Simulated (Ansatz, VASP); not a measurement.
## Two plane-wave programs on Ir

```
CELL_PARAMETERS angstrom
0.00000 2.24318 1.41141
2.24318 0.00000 1.41141
2.24318 2.24318 0.00000
ATOMIC_POSITIONS crystal
Ir 0.00000 0.00000 0.00000
```

Alike in both runs: task single point; functional LDA; k mesh 22 × 22 × 22; occupations gaussian, width 0.15 eV; no spin polarisation.

```csv
,VASP,Ansatz
version,VASP 6.6.1,Ansatz 0.2.0
potentials or method,"VASP PAW LDA potentials, release 64 (Ir), cutoff 520 eV","scalar-relativistic, plane waves, PAW"
valence electrons in the cell,9,17
```

Ansatz gave:

| Item | Value |
| --- | --- |
| gap on the k mesh at the Fermi level (eV) | none |
| pressure (GPa) | 0.5 |
| traceless stress, the component that is largest in VASP (GPa) | -24.18 |

**Question.** Which values does VASP return?

**Answer.** gap on the k mesh at the Fermi level (eV): none; pressure (GPa): 2.9; traceless stress, the component that is largest in VASP (GPa): -23.70.

Ansatz warns that its potentials were made for another functional, while VASP's fit it. LDA's correlation is that of Perdew and Zunger in VASP and of Perdew and Wang (1992) in Ansatz. A gap of «none» marks a metal or a gap that the smearing closes. VASP's potentials hold 9 valence electrons a cell and Ansatz's 17, so a difference there can come from the potentials and not from the codes.

Spin-orbit coupling is off throughout.
